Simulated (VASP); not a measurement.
# Cu (Fm-3m) in VASP: settings compared, part 2 of 2

VASP 6.6.1. The steps go on from the part before.

## 3. Single point, PBEsol (volume scaled by 0.78)

The input, INCAR:

```
SYSTEM = Cu
PREC = Accurate ; ENCUT = 520
EDIFF = 1E-7 ; ISMEAR = -1
SIGMA = 0.08 ; LREAL = .False.
LASPH = .True. ; NELM = 80
ALGO = Normal ; ISIF = 2
LWAVE = .False. ; LCHARG = .False.
GGA = PS ; NBANDS = 12
```

The input, KPOINTS:

```
regular mesh
0
Gamma
  20 20 20
  0 0 0
```

The input, POSCAR:

```
Cu
1.0
    0.0000000000      1.6402750464      1.6402750464
    1.6402750464      0.0000000000      1.6402750464
    1.6402750464      1.6402750464      0.0000000000
Cu
1
Direct
    0.0000000000      0.0000000000      0.0000000000
```

Potentials or basis: VASP PAW PBE potentials, release 64 (Cu).

The run is started by

```console
$ cat potpaw_PBE.64/Cu/POTCAR > POTCAR
$ mpirun -np 1 vasp_std > vasp.out
```

OUTCAR:

```text
SYSTEM = Cu
   PREC = Accurate
   ENCUT = 520
   EDIFF = 1E-7
   ISMEAR = -1
   LREAL = .False.
   LASPH = .True.
   NELM = 80
   ISIF = 2
   GGA = PS

 ion  position               nearest neighbor table
   1  0.000  0.000  0.000-

  LATTYP: Found a face centered cubic cell.
 ALAT       =     3.2805500928

  Lattice vectors:

 A1 = (   0.0000000000,   1.6402750464,   1.6402750464)
 A2 = (   1.6402750464,   0.0000000000,   1.6402750464)
 A3 = (   1.6402750464,   1.6402750464,   0.0000000000)

Analysis of symmetry for initial positions (statically):
=====================================================================
 Subroutine PRICEL returns:
 Original cell was already a primitive cell.

 Routine SETGRP: Setting up the symmetry group for a
 face centered cubic supercell.

 Subroutine GETGRP returns: Found 48 space group operations
 (whereof 48 operations were pure point group operations)
 out of a pool of 48 trial point group operations.

The static configuration has the point symmetry O_h .

Analysis of symmetry for dynamics (positions and initial velocities):
=====================================================================
 Subroutine PRICEL returns:
 Original cell was already a primitive cell.

 Routine SETGRP: Setting up the symmetry group for a
 face centered cubic supercell.

 Subroutine GETGRP returns: Found 48 space group operations
 (whereof 48 operations were pure point group operations)
 out of a pool of 48 trial point group operations.

The dynamic configuration has the point symmetry O_h .

 Subroutine INISYM returns: Found 48 space group operations
 (whereof 48 operations are pure point group operations),
 and found     1 'primitive' translations

----------------------------------------------------------------------------------------

                                     Primitive cell

  volume of cell :       8.8263

  direct lattice vectors                    reciprocal lattice vectors
     0.000000000  1.640275046  1.640275046    -0.304826926  0.304826926  0.304826926
     1.640275046  0.000000000  1.640275046     0.304826926 -0.304826926  0.304826926
     1.640275046  1.640275046  0.000000000     0.304826926  0.304826926 -0.304826926

  length of vectors
     2.319699217  2.319699217  2.319699217     0.527975723  0.527975723  0.527975723

  position of ions in fractional coordinates (direct lattice)
     0.000000000  0.000000000  0.000000000

  ion indices of the primitive-cell ions
   primitive index   ion index
                 1           1

----------------------------------------------------------------------------------------

 KPOINTS: regular mesh

Automatic generation of k-mesh.
 Grid dimensions read from file:
 generate k-points for:   20   20   20

 Generating k-lattice:

  Cartesian coordinates                     Fractional coordinates (reciprocal lattice)
    -0.015241346  0.015241346  0.015241346     0.050000000  0.000000000  0.000000000
     0.015241346 -0.015241346  0.015241346     0.000000000  0.050000000  0.000000000
     0.015241346  0.015241346 -0.015241346     0.000000000  0.000000000  0.050000000

  Length of vectors
     0.026398786  0.026398786  0.026398786

  Shift w.r.t. Gamma in fractional coordinates (k-lattice)
     0.000000000  0.000000000  0.000000000

 Subroutine IBZKPT returns following result:
 ===========================================

 Found    256 irreducible k-points:

 Following reciprocal coordinates:
            Coordinates               Weight
  0.000000  0.000000  0.000000      1.000000
  0.050000  0.000000  0.000000      8.000000
  0.100000  0.000000  0.000000      8.000000
  0.150000  0.000000  0.000000      8.000000
  0.200000  0.000000  0.000000      8.000000
  0.250000  0.000000  0.000000      8.000000
[... 16 lines left out ...]
 -0.400000  0.050000  0.000000     24.000000
 -0.350000  0.050000  0.000000     24.000000
 [... further k-points ...]
   k-points           NKPTS =    256   k-points in BZ     NKDIM =    256   number of bands    NBANDS=     12
   number of dos      NEDOS =    301   number of ions     NIONS =      1
   total plane-waves  NPLWV =   5832
   dimension x,y,z NGX =    18 NGY =   18 NGZ =   18
   dimension x,y,z NGXF=    36 NGYF=   36 NGZF=   36
   ions per type =               1
   NGX,Y,Z   is equivalent  to a cutoff of  12.90, 12.90, 12.90 a.u.
   NGXF,Y,Z  is equivalent  to a cutoff of  25.80, 25.80, 25.80 a.u.
 SYSTEM =  Cu
   PREC   = accura    normal or accurate (medium, high low for compatibility)
   ISTART =      0    job   : 0-new  1-cont  2-samecut
   ICHARG =      2    charge: 1-file 2-atom 10-const
   ISPIN  =      1    spin polarized calculation?
   LNONCOLLINEAR =      F non collinear calculations
   LSORBIT =      F    spin-orbit coupling
   LASPH  =      T    aspherical Exc in radial PAW
   ENCUT  =  520.0 eV  38.22 Ry    6.18 a.u.   4.31  4.31  4.31*2*pi/ulx,y,z
   NELM   =     80;   NELMIN=  2; NELMDL= -5     # of ELM steps
   EDIFF  = 0.1E-06   stopping-criterion for ELM
   LREAL  =      F    real-space projection
   EDIFFG = 0.1E-05   stopping-criterion for IOM
   NSW    =      0    number of steps for IOM
   IBRION =     -1    ionic relax: 0-MD 1-quasi-New 2-CG
   NFREE  =      0    steps in history (QN), initial steepest desc. (CG)
   ISIF   =      2    stress and relaxation
   ISYM   =      2    0-nonsym 1-usesym 2-fastsym
   POTIM  = 0.5000    time-step for ionic-motion
   TEBEG  =    0.0;   TEEND  =   0.0 temperature during run
   PSTRESS=    0.0 pullay stress
   NELECT =      11.0000    total number of electrons
   NUPDOWN=      -1.0000    fix difference up-down
   EMIN   =  10.00;   EMAX   =-10.00  energy-range for DOS
   EFERMI =   0.00;   METHOD = LEGACY
   ISMEAR =    -1;   SIGMA  =   0.08  broadening in eV -4-tet -1-fermi 0-gaus
   EFERMI_NEDOS =   21; number of points for ismear=-14 and -15
   IALGO  =     38    algorithm
   IMIX   =      4    mixing-type and parameters
     AMIX     =   0.40;   BMIX     =  1.00
     AMIX_MAG =   1.60;   BMIX_MAG =  1.00
  volume/ion in A,a.u.               =       8.83        59.56
  Fermi-wavevector in a.u.,A,eV,Ry     =   1.761756  3.329236 42.229539  3.103784
  Thomas-Fermi vector in A             =   2.830263
   LORBIT       =      0    0 simple, 1 ext, 2 COOP (PROOUT), +10 PAW based schemes
   GGA     = PS    functional components
   LHFCALC =     F    Hartree Fock is set to
   AEXX    =    0.0000 exact exchange contribution
   IVDW    =     0    specifies the selected vdW correction
   LEPSILON=     F    determine dielectric tensor
   LRPA    =     F    only Hartree local field effects (RPA)
 non-spin polarized calculation
  energy-cutoff  :      520.00
  volume of cell :        8.83
 maximum number of plane-waves:       259
 NGX is ok and might be reduce to    18
   NGX =  9   NGY =  9   NGZ =  9

 number of electron      10.9999994 magnetization

 Free energy of the ion-electron system (eV)
  ---------------------------------------------------
  ext. energy  EPLUGINS =         0.00000000
  ---------------------------------------------------
  free energy    TOTEN  =        -3.82877063 eV

  energy without entropy =       -3.82345167  energy(sigma->0) =       -3.82611115

 E-fermi :  11.7039     XC(G=0): -14.7042

 val. band max:       11.6405904652   @ k =   0.4500   0.3500   0.0000
 cond. band min:      11.7099348492   @ k =   0.5000   0.3000   0.1500
 fundamental gap:      0.0693443840
 Fermi energy:        11.7039201836

 k-point     1 :       0.0000    0.0000    0.0000
  band No.  band energies     occupation
      1      -0.2393      2.00000
      2       7.5067      2.00000
      3       7.5067      2.00000
      4       7.5067      2.00000
      5       8.8112      2.00000
      6       8.8112      2.00000
      7      36.4293      0.00000
      8      41.4447      0.00000
      9      41.4447      0.00000
     10      41.4447      0.00000
     11      44.6275      0.00000
     12      44.6275      0.00000
[... 331 lines left out ...]
 k-point    24 :      -0.3500    0.0500    0.0000
  band No.  band energies     occupation
      1       4.1574      2.00000
      2       7.5337      2.00000
      3       7.6004      2.00000
      4       7.6720      2.00000
      5       9.2920      2.00000
      6       9.6987      2.00000
      7      20.8731      0.00000
      8      34.5032      0.00000
      9      37.4830      0.00000
     10      39.9632      0.00000
     11      41.5922      0.00000
     12      43.7743      0.00000

 [... further k-points ...]

------------------------ aborting loop because EDIFF is reached ----------------------------------------

  FORCE on cell =-STRESS in cart. coord.  units (eV):
  Direction    XX          YY          ZZ          XY          YZ          ZX
  --------------------------------------------------------------------------------------
  -------------------------------------------------------------------------------------
  Total        4.3006744      4.3006744      4.3006744     -0.0000000     -0.0000000      0.0000000
  in kB      780.6693295    780.6693295    780.6693295     -0.0000000     -0.0000000      0.0000000
  external PRESSURE =     780.6693295 kB  Pullay stress =       0.0000000 kB

 VOLUME and BASIS-vectors are now :
 -----------------------------------------------------------------------------
  energy-cutoff  :      520.00
  volume of cell :        8.83
      direct lattice vectors                 reciprocal lattice vectors
     0.000000000  1.640275046  1.640275046    -0.304826926  0.304826926  0.304826926
     1.640275046  0.000000000  1.640275046     0.304826926 -0.304826926  0.304826926
     1.640275046  1.640275046  0.000000000     0.304826926  0.304826926 -0.304826926

 POSITION                                       TOTAL-FORCE (eV/Angst)
 -----------------------------------------------------------------------------------
      0.00000      0.00000      0.00000        -0.000000     -0.000000      0.000000
 -----------------------------------------------------------------------------------
    total drift:                                0.000000     -0.000000      0.000000

  FREE ENERGIE OF THE ION-ELECTRON SYSTEM (eV)
  ---------------------------------------------------
  free  energy   TOTEN  =        -3.8287706336 eV

  energy  without entropy=       -3.8234516731  energy(sigma->0) =       -3.82611115
```

OSZICAR:

```text
N       E                     dE             d eps       ncg     rms          rms(c)
DAV:   1     0.400155959275E+02    0.40016E+02   -0.53813E+03  7160   0.168E+03
DAV:   2    -0.373820867115E+01   -0.43754E+02   -0.40392E+02  6380   0.214E+02
DAV:   3    -0.493205010106E+01   -0.11938E+01   -0.11895E+01  6964   0.387E+01
DAV:   4    -0.493790680058E+01   -0.58567E-02   -0.58559E-02  7036   0.242E+00
DAV:   5    -0.493794823307E+01   -0.41432E-04   -0.41431E-04  7132   0.207E-01    0.844E+00
DAV:   6    -0.404879187868E+01    0.88916E+00   -0.11308E+01  7320   0.699E+01    0.222E+00
DAV:   7    -0.385544863109E+01    0.19334E+00   -0.11735E+00  7432   0.223E+01    0.871E-01
DAV:   8    -0.382920101050E+01    0.26248E-01   -0.14201E-02  8448   0.141E+00    0.141E-01
DAV:   9    -0.382875641640E+01    0.44459E-03   -0.15857E-03  8792   0.687E-01    0.200E-02
DAV:  10    -0.382877156652E+01   -0.15150E-04   -0.19861E-05  7340   0.619E-02    0.510E-03
DAV:  11    -0.382877073555E+01    0.83097E-06   -0.33129E-07  7300   0.115E-02    0.885E-04
DAV:  12    -0.382877061713E+01    0.11842E-06   -0.26043E-08  4008   0.261E-03    0.139E-04
DAV:  13    -0.382877063360E+01   -0.16468E-07   -0.26490E-09  3692   0.665E-04
   1 F= -.38287706E+01 E0= -.38261112E+01  d E =-.531896E-02
```

Run time: 56 s. Hardware: 1 thread of AMD EPYC 7R13, shared host; peak memory 0.11 GiB.

What came out:

```yaml
Free_energy: -3.8288 eV
Pressure: 78.1 GPa
```

Caveat: the cell differs from its parent crystal (volume scaled by 0.78); the PAW data sets were made with another functional, which shifts forces and pressure a little.

## 4. Single point, PBEsol (volume scaled by 0.78)

The input, INCAR:

```
PREC = Accurate ; ENCUT = 520
EDIFF = 1E-6 ; ISMEAR = -1
SIGMA = 0.08 ; LREAL = False
LASPH = True ; NELM = 80
ALGO = Normal ; ISIF = 2
LWAVE = False ; LCHARG = False
GGA = PS ; NBANDS = 12
```

The input, KPOINTS:

```
Automatic mesh
0
Gamma
  20 20 20
```

POSCAR is that of step 3.

The run is started by

```console
$ cat potpaw_PBE.64/Cu/POTCAR > POTCAR
$ mpirun -np 1 vasp_std > vasp.out
```

It took 54 s on 1 thread of AMD EPYC 7R13, shared host; peak memory 0.11 GiB.

The run converged. Its results:

* Free energy: -3.8288 eV
* Pressure: 78.0 GPa

Levels at points of the mesh, in eV from the Fermi level:
| k point | band 4 | band 5 | band 6 | band 7 | band 8 | band 9 |
| --- | --- | --- | --- | --- | --- | --- |
| (0.00, 0.00, 0.00) | -4.20 | -2.89 | -2.89 | 24.73 | 29.74 | 29.74 |
| (0.50, 0.00, 0.00) | -2.06 | -2.01 | -2.01 | 5.39 | 23.09 | 26.82 |
| (0.50, 0.50, 0.00) | -1.78 | -1.78 | 1.16 | 9.29 | 15.39 | 15.39 |

Caveat: the cell differs from its parent crystal (volume scaled by 0.78); the PAW data sets were made with another functional, which shifts forces and pressure a little.

## 5. Single point, RPBE

This run uses another cell than the first one, of 9.96 Å³/atom, 2.047 times its volume.

The input, INCAR:

```
PREC     = Accurate       # precision mode
ENCUT    = 520            # plane-wave cutoff, eV
EDIFF    = 1E-6           # SCF threshold, eV
ISMEAR   = -5             # smearing method
SIGMA    = 0.1            # smearing width, eV
LREAL    = False          # projectors in reciprocal space
LASPH    = True           # aspherical terms in the spheres
NELM     = 60             # most SCF steps
ALGO     = Normal         # electronic algorithm
ISIF     = 2              # what is computed and relaxed
LWAVE    = False          # write WAVECAR
LCHARG   = False          # write CHGCAR
GGA      = RP             # functional
NBANDS   = 12             # bands
```

KPOINTS is that of step 4.

The input, POSCAR:

```
Cu
1.0
    0.0000000000      1.7075733485      1.7075733485
    1.7075733485      0.0000000000      1.7075733485
    1.7075733485      1.7075733485      0.0000000000
Cu
1
Direct
    0.0000000000      0.0000000000      0.0000000000
```

Potentials or basis: VASP PAW PBE potentials, release 64 (Cu).

The run is started by

```console
$ cat potpaw_PBE.64/Cu/POTCAR > POTCAR
$ mpirun -np 1 vasp_std > vasp.out
```

OUTCAR:

```text
PREC = Accurate
   ENCUT = 520
   EDIFF = 1E-6
   ISMEAR = -5
   LREAL = False
   LASPH = True
   NELM = 60
   ISIF = 2
   GGA = RP

 ion  position               nearest neighbor table
   1  0.000  0.000  0.000-

  LATTYP: Found a face centered cubic cell.
 ALAT       =     3.4151466970

  Lattice vectors:

 A1 = (   0.0000000000,   1.7075733485,   1.7075733485)
 A2 = (   1.7075733485,   0.0000000000,   1.7075733485)
 A3 = (   1.7075733485,   1.7075733485,   0.0000000000)

Analysis of symmetry for initial positions (statically):
=====================================================================
 Subroutine PRICEL returns:
 Original cell was already a primitive cell.

 Routine SETGRP: Setting up the symmetry group for a
 face centered cubic supercell.

 Subroutine GETGRP returns: Found 48 space group operations
 (whereof 48 operations were pure point group operations)
 out of a pool of 48 trial point group operations.

The static configuration has the point symmetry O_h .

Analysis of symmetry for dynamics (positions and initial velocities):
=====================================================================
 Subroutine PRICEL returns:
 Original cell was already a primitive cell.

 Routine SETGRP: Setting up the symmetry group for a
 face centered cubic supercell.

 Subroutine GETGRP returns: Found 48 space group operations
 (whereof 48 operations were pure point group operations)
 out of a pool of 48 trial point group operations.

The dynamic configuration has the point symmetry O_h .

 Subroutine INISYM returns: Found 48 space group operations
 (whereof 48 operations are pure point group operations),
 and found     1 'primitive' translations

----------------------------------------------------------------------------------------

                                     Primitive cell

  volume of cell :       9.9579
[... 110 lines left out ...]
  volume/ion in A,a.u.               =       9.96        67.20
  Fermi-wavevector in a.u.,A,eV,Ry     =   1.692322  3.198025 38.966461  2.863954
  Thomas-Fermi vector in A             =   2.773929
   LORBIT       =      0    0 simple, 1 ext, 2 COOP (PROOUT), +10 PAW based schemes
   GGA     = RP    functional components
   LHFCALC =     F    Hartree Fock is set to
   AEXX    =    0.0000 exact exchange contribution
   IVDW    =     0    specifies the selected vdW correction
   LEPSILON=     F    determine dielectric tensor
   LRPA    =     F    only Hartree local field effects (RPA)
 non-spin polarized calculation
 Fermi weights with tetrahedron method with Bloechl corrections
  energy-cutoff  :      520.00
  volume of cell :        9.96
 maximum number of plane-waves:       290
 NGX is ok and might be reduce to    18
   NGX =  9   NGY =  9   NGZ =  9

 number of electron      11.0000012 magnetization

 Free energy of the ion-electron system (eV)
  ---------------------------------------------------
  ext. energy  EPLUGINS =         0.00000000
  ---------------------------------------------------
  free energy    TOTEN  =        -2.95832822 eV

  energy without entropy =       -2.95832822  energy(sigma->0) =       -2.95832822

 E-fermi :  10.1381     XC(G=0): -13.6169

 val. band max:       10.1041102892   @ k =   0.5000   0.2500   0.1000
 cond. band min:      10.1913738740   @ k =   0.5000   0.3500   0.1500
 fundamental gap:      0.0872635849
 Fermi energy:        10.1381183722

 k-point     1 :       0.0000    0.0000    0.0000
  band No.  band energies     occupation
      1      -0.6701      2.00000
      2       6.4448      2.00000
      3       6.4448      2.00000
      4       6.4448      2.00000
      5       7.5121      2.00000
      6       7.5121      2.00000
      7      33.9390      0.00000
      8      38.0324      0.00000
      9      38.0324      0.00000
     10      38.0324      0.00000
     11      40.7967      0.00000
     12      40.7967      0.00000
[... 331 lines left out ...]
 k-point    24 :      -0.3500    0.0500    0.0000
  band No.  band energies     occupation
      1       3.4834      2.00000
      2       6.4693      2.00000
      3       6.5226      2.00000
      4       6.6218      2.00000
      5       7.9162      2.00000
      6       8.2642      2.00000
      7      18.4507      0.00000
      8      31.7303      0.00000
      9      34.2917      0.00000
     10      36.2638      0.00000
     11      38.0845      0.00000
     12      40.1116      0.00000

 [... further k-points ...]
[... 5 lines left out ...]
  --------------------------------------------------------------------------------------
  -------------------------------------------------------------------------------------
  Total        2.9565662      2.9565662      2.9565662     -0.0000000     -0.0000000      0.0000000
  in kB      475.6966532    475.6966532    475.6966532     -0.0000000     -0.0000000      0.0000000
  external PRESSURE =     475.6966532 kB  Pullay stress =       0.0000000 kB

 VOLUME and BASIS-vectors are now :
 -----------------------------------------------------------------------------
  energy-cutoff  :      520.00
  volume of cell :        9.96
      direct lattice vectors                 reciprocal lattice vectors
     0.000000000  1.707573348  1.707573348    -0.292813190  0.292813190  0.292813190
     1.707573348  0.000000000  1.707573348     0.292813190 -0.292813190  0.292813190
     1.707573348  1.707573348  0.000000000     0.292813190  0.292813190 -0.292813190

 POSITION                                       TOTAL-FORCE (eV/Angst)
 -----------------------------------------------------------------------------------
      0.00000      0.00000      0.00000         0.000000      0.000000      0.000000
 -----------------------------------------------------------------------------------
    total drift:                                0.000000     -0.000000     -0.000000

  FREE ENERGIE OF THE ION-ELECTRON SYSTEM (eV)
  ---------------------------------------------------
  free  energy   TOTEN  =        -2.9583282239 eV

  energy  without entropy=       -2.9583282239  energy(sigma->0) =       -2.95832822
```

Run time: 50 s. Hardware: 1 thread of Intel Xeon 8259CL, shared host; peak memory 0.14 GiB.

Results:

* Free energy: -2.9583 eV
* Pressure: 47.6 GPa

Caveat: the PAW data sets were made with another functional, which shifts forces and pressure a little; tetrahedron occupations give inexact forces and stress in metals.
